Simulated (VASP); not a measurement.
# Al (P6_3/mmc) in VASP: single point with r2SCAN

Aim: the single point of Al with r2SCAN.

All numbers are computed with VASP 6.6.1; they aren't measurements. Logs are shortened: lines on timing, memory, paths and dates and some standing lists are left out, and cuts for length are marked.

## Step 1: The cell of the first run

The structure is hexagonal, space group P6_3/mmc (No. 194). Conventional cell: a = 2.812 Å, b = 2.812 Å, c = 4.867 Å, α = 90.00°, β = 90.00°, γ = 120.00°. Within 3.7 Å of Al (site symmetry -6m2) lie 12 Al at 2.81 to 2.93 Å.

## Step 2: Single point, r2SCAN

Input file POSCAR:

```
Al
1.0
    2.8124550000      0.0000000000      0.0000000000
   -1.4062280000      2.4356580000      0.0000000000
    0.0000000000      0.0000000000      4.8668500000
Al
2
Direct
    0.6666666667      0.3333333333      0.7500000000
    0.3333333333      0.6666666667      0.2500000000
```

Input file INCAR.step1:

```
SYSTEM = Al
PREC = Accurate
ENCUT = 520
ISMEAR = 1
SIGMA = 0.1
LREAL = .FALSE.
LASPH = .TRUE.
NELM = 100
NBANDS = 10
GGA = PE
ALGO = Normal
EDIFF = 1E-4
LWAVE = .TRUE.
LCHARG = .FALSE.
```

Input file INCAR.step2:

```
SYSTEM = Al
PREC = Accurate
ENCUT = 520
EDIFF = 1E-7
ISMEAR = 1
SIGMA = 0.1
LREAL = .FALSE.
LASPH = .TRUE.
NELM = 100
ALGO = Normal
ISIF = 2
LWAVE = .FALSE.
LCHARG = .FALSE.
METAGGA = R2SCAN
LMIXTAU = .TRUE.
NBANDS = 10
ISTART = 1
```

Input file KPOINTS:

```
regular mesh
0
G
  11 11 6
  0 0 0
```

Potentials or basis: VASP PAW PBE potentials, release 64 (Al).

Started as:

```sh
> cat potpaw_PBE.64/Al/POTCAR > POTCAR
> cp INCAR.step1 INCAR
> mpirun -np 1 vasp_std > vasp.out
> cp INCAR.step2 INCAR
> mpirun -np 1 vasp_std > vasp.out
```

OUTCAR:

```text
SYSTEM = Al
   PREC = Accurate
   ENCUT = 520
   EDIFF = 1E-7
   ISMEAR = 1
   LREAL = .FALSE.
   LASPH = .TRUE.
   NELM = 100
   ISIF = 2
   METAGGA = R2SCAN
   ISTART = 1

 ion  position               nearest neighbor table
   1  0.667  0.333  0.750-   2 2.93   2 2.93   2 2.93   2 2.93   2 2.93   2 2.93
   2  0.333  0.667  0.250-   1 2.93   1 2.93   1 2.93   1 2.93   1 2.93   1 2.93

  LATTYP: Found a hexagonal cell.
 ALAT       =     2.8124550000
 C/A-ratio  =     1.7304632430

  Lattice vectors:

 A1 = (   2.8124550000,   0.0000000000,   0.0000000000)
 A2 = (  -1.4062280000,   2.4356580000,   0.0000000000)
 A3 = (   0.0000000000,   0.0000000000,   4.8668500000)

Analysis of symmetry for initial positions (statically):
=====================================================================
 Subroutine PRICEL returns:
 Original cell was already a primitive cell.

 Routine SETGRP: Setting up the symmetry group for a
 hexagonal supercell.

 Subroutine GETGRP returns: Found 24 space group operations
 (whereof 12 operations were pure point group operations)
 out of a pool of 24 trial point group operations.

The static configuration has the point symmetry D_3d.
 The point group associated with its full space group is D_6h.

Analysis of symmetry for dynamics (positions and initial velocities):
=====================================================================
 Subroutine PRICEL returns:
 Original cell was already a primitive cell.

 Routine SETGRP: Setting up the symmetry group for a
 hexagonal supercell.

 Subroutine GETGRP returns: Found 24 space group operations
 (whereof 12 operations were pure point group operations)
 out of a pool of 24 trial point group operations.

The dynamic configuration has the point symmetry D_3d.
 The point group associated with its full space group is D_6h.

 Subroutine INISYM returns: Found 24 space group operations
 (whereof 12 operations are pure point group operations),
 and found     1 'primitive' translations

----------------------------------------------------------------------------------------

                                     Primitive cell

  volume of cell :      33.3388

  direct lattice vectors                    reciprocal lattice vectors
     2.812455000  0.000000000  0.000000000     0.355561245  0.205283409  0.000000000
    -1.406228000  2.435658000  0.000000000     0.000000000  0.410566672  0.000000000
     0.000000000  0.000000000  4.866850000     0.000000000  0.000000000  0.205471712

  length of vectors
[... 91 lines left out ...]
   TEBEG  =    0.0;   TEEND  =   0.0 temperature during run
   PSTRESS=    0.0 pullay stress
   NELECT =       6.0000    total number of electrons
   NUPDOWN=      -1.0000    fix difference up-down
   EMIN   =  10.00;   EMAX   =-10.00  energy-range for DOS
   EFERMI =   0.00;   METHOD = LEGACY
   ISMEAR =     1;   SIGMA  =   0.10  broadening in eV -4-tet -1-fermi 0-gaus
   EFERMI_NEDOS =   21; number of points for ismear=-14 and -15
   IALGO  =     38    algorithm
   IMIX   =      4    mixing-type and parameters
     AMIX     =   0.40;   BMIX     =  1.00
     AMIX_MAG =   1.60;   BMIX_MAG =  1.00
  volume/ion in A,a.u.               =      16.67       112.49
  Fermi-wavevector in a.u.,A,eV,Ry     =   0.924291  1.746656 11.623641  0.854313
  Thomas-Fermi vector in A             =   2.050021
   LORBIT       =      0    0 simple, 1 ext, 2 COOP (PROOUT), +10 PAW based schemes
   METAGGA = R2SCAN    functional components
   LHFCALC =     F    Hartree Fock is set to
   AEXX    =    0.0000 exact exchange contribution
   IVDW    =     0    specifies the selected vdW correction
   LEPSILON=     F    determine dielectric tensor
   LRPA    =     F    only Hartree local field effects (RPA)
 non-spin polarized calculation
 Methfessel and Paxton  Order N= 1 SIGMA  =   0.10
  energy-cutoff  :      520.00
  volume of cell :       33.34
 maximum number of plane-waves:       916
 NGX is ok and might be reduce to    24
   NGX = 11   NGY = 11   NGZ = 19

 number of electron       6.0000000 magnetization

 Free energy of the ion-electron system (eV)
  ---------------------------------------------------
  ext. energy  EPLUGINS =         0.00000000
  ---------------------------------------------------
  free energy    TOTEN  =       -13.38708828 eV

  energy without entropy =      -13.38796212  energy(sigma->0) =      -13.38737956

 E-fermi :   7.9364     XC(G=0): -10.8761

 val. band max:        7.8552296105   @ k =   0.2727   0.1818   0.3333
 cond. band min:       7.9676027168   @ k =   0.4545  -0.0000   0.0000
 fundamental gap:      0.1123731063
 Fermi energy:         7.9363692700

 k-point     1 :       0.0000    0.0000    0.0000
  band No.  band energies     occupation
      1      -3.8678      2.00000
      2       2.6407      2.00000
      3       2.6549      2.00000
      4      19.6935      0.00000
      5      20.1578      0.00000
      6      20.1578      0.00000
      7      20.2677      0.00000
      8      20.2677      0.00000
      9      21.2542      0.00000
     10      23.6579      0.00000
[... 287 lines left out ...]
 k-point    24 :       0.1818    0.0909    0.1667
  band No.  band energies     occupation
      1      -2.1572      2.00000
      2       2.1622      2.00000
      3       6.3517      2.00000
      4      11.7304      0.00000
      5      13.8169      0.00000
      6      15.8496      0.00000
      7      17.7486      0.00000
      8      18.5376      0.00000
      9      19.8208      0.00000
     10      21.3650      0.00000

 [... further k-points ...]

------------------------ aborting loop because EDIFF is reached ----------------------------------------

  FORCE on cell =-STRESS in cart. coord.  units (eV):
  Direction    XX          YY          ZZ          XY          YZ          ZX
  --------------------------------------------------------------------------------------
  -------------------------------------------------------------------------------------
  Total       -0.2265110     -0.2265111     -1.5024130      0.0000000      0.0000000     -0.0000000
  in kB      -10.8855409    -10.8855455    -72.2021383      0.0000022      0.0000000     -0.0000000
  external PRESSURE =     -31.3244082 kB  Pullay stress =       0.0000000 kB

 VOLUME and BASIS-vectors are now :
 -----------------------------------------------------------------------------
  energy-cutoff  :      520.00
  volume of cell :       33.34
      direct lattice vectors                 reciprocal lattice vectors
     2.812455000  0.000000000  0.000000000     0.355561245  0.205283409  0.000000000
    -1.406228000  2.435658000  0.000000000     0.000000000  0.410566672  0.000000000
     0.000000000  0.000000000  4.866850000     0.000000000  0.000000000  0.205471712

 POSITION                                       TOTAL-FORCE (eV/Angst)
 -----------------------------------------------------------------------------------
      1.40623      0.81189      3.65014        -0.000000     -0.000000     -0.000000
     -0.00000      1.62377      1.21671         0.000000      0.000000      0.000000
 -----------------------------------------------------------------------------------
    total drift:                                0.000000     -0.000000     -0.000000

  FREE ENERGIE OF THE ION-ELECTRON SYSTEM (eV)
  ---------------------------------------------------
  free  energy   TOTEN  =       -13.3870882838 eV

  energy  without entropy=      -13.3879621199  energy(sigma->0) =      -13.38737956
```

Wall time 26 s (1 thread of Intel Xeon 6975P-C (Granite Rapids), shared host); peak memory 0.16 GiB.

Results:

| Quantity | Value |
| --- | --- |
| Free energy | -13.3871 eV |
| Pressure | -3.1 GPa |
| Band gap on the k mesh | zero (band 3 reaches 11.57 eV, above the bottom of band 4 at 4.86 eV) |

Stress tensor (GPa, compression positive):
```
-1.09  0.00  0.00
 0.00 -1.09  0.00
 0.00  0.00 -7.22
```

Caveat: the PAW data sets were made with another functional, which shifts forces and pressure a little.
